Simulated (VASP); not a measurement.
# GaP (F-43m) in VASP: notebook

GaP is run at these levels: r2SCAN, HSE06; tasks: single point.

Program: VASP 6.6.1. These are calculated values, not measurements. Logs are shortened: lines on timing, memory, paths and dates and some standing lists are left out, and cuts for length are marked.

## 1. The cell of the first run

It takes space group F-43m (No. 216, cubic). Conventional cell: a = 5.560 Å, b = 5.560 Å, c = 5.560 Å, α = 90.00°, β = 90.00°, γ = 90.00°. Within 3.2 Å of Ga (site symmetry -43m) lie 4 P at 2.41 Å. P (site symmetry -43m) has 4 Ga at 2.41 Å within 3.2 Å.

## 2. Single point, r2SCAN, non-collinear spin, zero start, spin-orbit coupling (strain +2.0%)

File POSCAR:

```
GaP
1.0
    0.0000000000      2.7799072732      2.7799072732
    2.7799072732      0.0000000000      2.7799072732
    2.7799072732      2.7799072732      0.0000000000
Ga P
1 1
Direct
    0.0000000000      0.0000000000      0.0000000000
    0.2500000000      0.2500000000      0.2500000000
```

File INCAR.step1:

```
SYSTEM = GaP
PREC = Accurate
ENCUT = 520
ISMEAR = 0
SIGMA = 0.01
LREAL = .False.
LASPH = .True.
NELM = 150
LNONCOLLINEAR = .True.
MAGMOM = 0 0 0 0 0 0
LSORBIT = .True.
GGA_COMPAT = .False.
NBANDS = 30
GGA = PE
ALGO = Normal
EDIFF = 1E-4
LWAVE = .True.
LCHARG = .False.
```

File INCAR.step2:

```
SYSTEM = GaP
PREC = Accurate
ENCUT = 520
EDIFF = 1E-7
ISMEAR = 0
SIGMA = 0.01
LREAL = .False.
LASPH = .True.
NELM = 150
ALGO = Normal
ISIF = 2
LWAVE = .False.
LCHARG = .True.
LNONCOLLINEAR = .True.
MAGMOM = 0 0 0 0 0 0
LORBIT = 11
LSORBIT = .True.
GGA_COMPAT = .False.
LORBMOM = .True.
METAGGA = R2SCAN
LMIXTAU = .True.
LVHAR = .True.
NBANDS = 30
ISTART = 1
```

File KPOINTS:

```
regular mesh
0
Gamma
  8 8 8
  0 0 0
```

Potentials or basis: VASP PAW PBE potentials, release 64 (Ga_d, P).

Started as:

```console
> cat potpaw_PBE.64/Ga_d/POTCAR potpaw_PBE.64/P/POTCAR > POTCAR
> cp INCAR.step1 INCAR
> mpirun -np 1 vasp_ncl > vasp.out
> cp INCAR.step2 INCAR
> mpirun -np 1 vasp_ncl > vasp.out
```

OUTCAR:

```text
SYSTEM = GaP
   PREC = Accurate
   ENCUT = 520
   EDIFF = 1E-7
   ISMEAR = 0
   LREAL = .False.
   LASPH = .True.
   NELM = 150
   ISIF = 2
   LNONCOLLINEAR = .True.
   LORBIT = 11
   LSORBIT = .True.
   METAGGA = R2SCAN
   ISTART = 1

 ion  position               nearest neighbor table
   1  0.000  0.000  0.000-   2 2.41   2 2.41   2 2.41   2 2.41
   2  0.250  0.250  0.250-   1 2.41   1 2.41   1 2.41   1 2.41

  LATTYP: Found a face centered cubic cell.
 ALAT       =     5.5598145464

  Lattice vectors:

 A1 = (   0.0000000000,   2.7799072732,   2.7799072732)
 A2 = (   2.7799072732,   0.0000000000,   2.7799072732)
 A3 = (   2.7799072732,   2.7799072732,   0.0000000000)

Analysis of symmetry for initial positions (statically):
=====================================================================
 Subroutine PRICEL returns:
 Original cell was already a primitive cell.

 Routine SETGRP: Setting up the symmetry group for a
 face centered cubic supercell.

 Subroutine GETGRP returns: Found 24 space group operations
 (whereof 24 operations were pure point group operations)
 out of a pool of 48 trial point group operations.

The static configuration has the point symmetry T_d .

Analysis of symmetry for dynamics (positions and initial velocities):
=====================================================================
 Subroutine PRICEL returns:
 Original cell was already a primitive cell.

 Routine SETGRP: Setting up the symmetry group for a
 face centered cubic supercell.

 Subroutine GETGRP returns: Found 24 space group operations
 (whereof 24 operations were pure point group operations)
 out of a pool of 48 trial point group operations.

The dynamic configuration has the point symmetry T_d .

Analysis of structural, dynamic, and magnetic symmetry:
=====================================================================
 Subroutine PRICEL returns:
 Original cell was already a primitive cell.

 Routine SETGRP: Setting up the symmetry group for a
 face centered cubic supercell.

 Subroutine GETGRP returns: Found 24 space group operations
 (whereof 24 operations were pure point group operations)
 out of a pool of 48 trial point group operations.

The overall configuration has the point symmetry T_d .

 Subroutine INISYM returns: Found 24 space group operations
 (whereof 24 operations are pure point group operations),
 and found     1 'primitive' translations

----------------------------------------------------------------------------------------

                                     Primitive cell

  volume of cell :      42.9656

  direct lattice vectors                    reciprocal lattice vectors
     0.000000000  2.779907273  2.779907273    -0.179862114  0.179862114  0.179862114
     2.779907273  0.000000000  2.779907273     0.179862114 -0.179862114  0.179862114
     2.779907273  2.779907273  0.000000000     0.179862114  0.179862114 -0.179862114

  length of vectors
     3.931382568  3.931382568  3.931382568     0.311530321  0.311530321  0.311530321

  position of ions in fractional coordinates (direct lattice)
     0.000000000  0.000000000  0.000000000
     0.250000000  0.250000000  0.250000000

  ion indices of the primitive-cell ions
   primitive index   ion index
                 1           1
                 2           2

----------------------------------------------------------------------------------------

 KPOINTS: regular mesh

Automatic generation of k-mesh.
 Grid dimensions read from file:
 generate k-points for:    8    8    8

 Generating k-lattice:

  Cartesian coordinates                     Fractional coordinates (reciprocal lattice)
    -0.022482764  0.022482764  0.022482764     0.125000000  0.000000000  0.000000000
     0.022482764 -0.022482764  0.022482764     0.000000000  0.125000000  0.000000000
     0.022482764  0.022482764 -0.022482764     0.000000000  0.000000000  0.125000000

[... 97 lines left out ...]

 number of electron      18.0000013 magnetization      -0.0000000      0.0000000     -0.0000000

 Free energy of the ion-electron system (eV)
  ---------------------------------------------------
  ext. energy  EPLUGINS =         0.00000000
  ---------------------------------------------------
  free energy    TOTEN  =       -21.43086804 eV

  energy without entropy =      -21.43086804  energy(sigma->0) =      -21.43086804

 E-fermi :   3.9693     XC(G=0): -10.2611

 val. band max:        3.8948476458   @ k =   0.0000   0.0000   0.0000
 cond. band min:       5.6947263140   @ k =   0.0000   0.0000   0.0000
 fundamental gap:      1.7998786682
 Fermi energy:         3.9693372470

 k-point     1 :       0.0000    0.0000    0.0000
  band No.  band energies     occupation
      1     -11.2768      1.00000
      2     -11.2768      1.00000
      3     -11.2768      1.00000
      4     -11.2768      1.00000
      5     -10.8526      1.00000
      6     -10.8526      1.00000
[... 781 lines left out ...]
     29      16.0901      0.00000
     30      16.0945      0.00000

 [... further k-points ...]

------------------------ aborting loop because EDIFF is reached ----------------------------------------

  FORCE on cell =-STRESS in cart. coord.  units (eV):
  Direction    XX          YY          ZZ          XY          YZ          ZX
  --------------------------------------------------------------------------------------
  -------------------------------------------------------------------------------------
  Total       -1.2353189     -1.2353189     -1.2353189      0.0000000      0.0000000      0.0000000
  in kB      -46.0647515    -46.0647515    -46.0647515      0.0000000      0.0000000      0.0000000
  external PRESSURE =     -46.0647515 kB  Pullay stress =       0.0000000 kB

 VOLUME and BASIS-vectors are now :
 -----------------------------------------------------------------------------
  energy-cutoff  :      520.00
  volume of cell :       42.97
      direct lattice vectors                 reciprocal lattice vectors
     0.000000000  2.779907273  2.779907273    -0.179862114  0.179862114  0.179862114
     2.779907273  0.000000000  2.779907273     0.179862114 -0.179862114  0.179862114
     2.779907273  2.779907273  0.000000000     0.179862114  0.179862114 -0.179862114

 POSITION                                       TOTAL-FORCE (eV/Angst)
 -----------------------------------------------------------------------------------
      0.00000      0.00000      0.00000         0.000000      0.000000      0.000000
      1.38995      1.38995      1.38995        -0.000000     -0.000000     -0.000000
 -----------------------------------------------------------------------------------
    total drift:                               -0.000002     -0.000002     -0.000002

  FREE ENERGIE OF THE ION-ELECTRON SYSTEM (eV)
  ---------------------------------------------------
  free  energy   TOTEN  =       -21.4308680404 eV

  energy  without entropy=      -21.4308680404  energy(sigma->0) =      -21.43086804

 orbital moment (x)

 # of ion     p       d       tot
 ----------------------------------------
  1        -0.000   0.000  -0.000
  2         0.000   0.000   0.000
 ----------------------------------------
            0.000   0.000   0.000

 orbital moment (y)

 # of ion     p       d       tot
 ----------------------------------------
  1        -0.000   0.000   0.000
  2         0.000   0.000   0.000
 ----------------------------------------
            0.000   0.000   0.000

 orbital moment (z)

 # of ion     p       d       tot
 ----------------------------------------
  1        -0.000   0.000  -0.000
  2         0.000   0.000   0.000
 ----------------------------------------
           -0.000   0.000  -0.000

 Spin-Orbit-Coupling matrix elements

 Ion:    1  E_soc:     -0.0108644
 l=   1
     0.0000000    -0.0009942    -0.0009942
    -0.0009942     0.0000000    -0.0009942
    -0.0009942    -0.0009942     0.0000000
 l=   2
     0.0000000    -0.0001660     0.0000000    -0.0001660    -0.0006505
    -0.0001660     0.0000000    -0.0004879    -0.0001660    -0.0001626
     0.0000000    -0.0004879     0.0000000    -0.0004879     0.0000000
    -0.0001660    -0.0001660    -0.0004879     0.0000000    -0.0001626
    -0.0006505    -0.0001626     0.0000000    -0.0001626     0.0000000
 l=   3
     0.0000000     0.0000000     0.0000000     0.0000000     0.0000000     0.0000000     0.0000000
     0.0000000     0.0000000     0.0000000     0.0000000     0.0000000     0.0000000     0.0000000
     0.0000000     0.0000000     0.0000000     0.0000000     0.0000000     0.0000000     0.0000000
     0.0000000     0.0000000     0.0000000     0.0000000     0.0000000     0.0000000     0.0000000
     0.0000000     0.0000000     0.0000000     0.0000000     0.0000000     0.0000000     0.0000000
     0.0000000     0.0000000     0.0000000     0.0000000     0.0000000     0.0000000     0.0000000
     0.0000000     0.0000000     0.0000000     0.0000000     0.0000000     0.0000000     0.0000000

 Ion:    2  E_soc:     -0.0008414
 l=   1
     0.0000000    -0.0001402    -0.0001402
    -0.0001402     0.0000000    -0.0001402
    -0.0001402    -0.0001402     0.0000000
 l=   2
     0.0000000     0.0000000     0.0000000     0.0000000     0.0000000
     0.0000000     0.0000000     0.0000000     0.0000000     0.0000000
     0.0000000     0.0000000     0.0000000     0.0000000     0.0000000
     0.0000000     0.0000000     0.0000000     0.0000000     0.0000000
     0.0000000     0.0000000     0.0000000     0.0000000     0.0000000
 l=   3
     0.0000000     0.0000000     0.0000000     0.0000000     0.0000000     0.0000000     0.0000000
     0.0000000     0.0000000     0.0000000     0.0000000     0.0000000     0.0000000     0.0000000
     0.0000000     0.0000000     0.0000000     0.0000000     0.0000000     0.0000000     0.0000000
     0.0000000     0.0000000     0.0000000     0.0000000     0.0000000     0.0000000     0.0000000
     0.0000000     0.0000000     0.0000000     0.0000000     0.0000000     0.0000000     0.0000000
     0.0000000     0.0000000     0.0000000     0.0000000     0.0000000     0.0000000     0.0000000
     0.0000000     0.0000000     0.0000000     0.0000000     0.0000000     0.0000000     0.0000000

 total charge

# of ion       s       p       d       tot
------------------------------------------
    1        0.826   0.785  10.005  11.617
    2        1.012   1.503   0.000   2.515
--------------------------------------------------
tot          1.838   2.288  10.005  14.132

 magnetization (x)

# of ion       s       p       d       tot
------------------------------------------
    1        0.000  -0.000  -0.000  -0.000
    2        0.000   0.000   0.000   0.000
--------------------------------------------------
tot          0.000   0.000  -0.000   0.000

 magnetization (y)

# of ion       s       p       d       tot
------------------------------------------
    1        0.000   0.000   0.000   0.000
    2        0.000  -0.000   0.000  -0.000
--------------------------------------------------
tot          0.000   0.000   0.000   0.000

 magnetization (z)

# of ion       s       p       d       tot
------------------------------------------
    1        0.000  -0.000  -0.000  -0.000
    2        0.000  -0.000   0.000  -0.000
--------------------------------------------------
tot          0.000  -0.000  -0.000  -0.000
```

Wall time 13 min (1 thread of Intel Xeon Platinum 8259CL at 2.50GHz (Skylake/Cascade Lake), shared host); peak memory 0.37 GiB.

What came out:

* Free energy: -21.4309 eV
* Pressure: -4.6 GPa
* Net moment: 0.00 μB per cell
* Valence electrons inside the program's atomic spheres: Ga 11.62; P 2.52

Moments on the atoms (μB; x, y, z):
```
Ga  0.00 0.00 0.00
P   0.00 0.00 0.00
```

Caveat: the cell differs from its parent crystal (strain +2.0%); the cell stands under tension; the PAW data sets were made with another functional, which shifts forces and pressure a little.

(Part 1 of 2 ends here.)
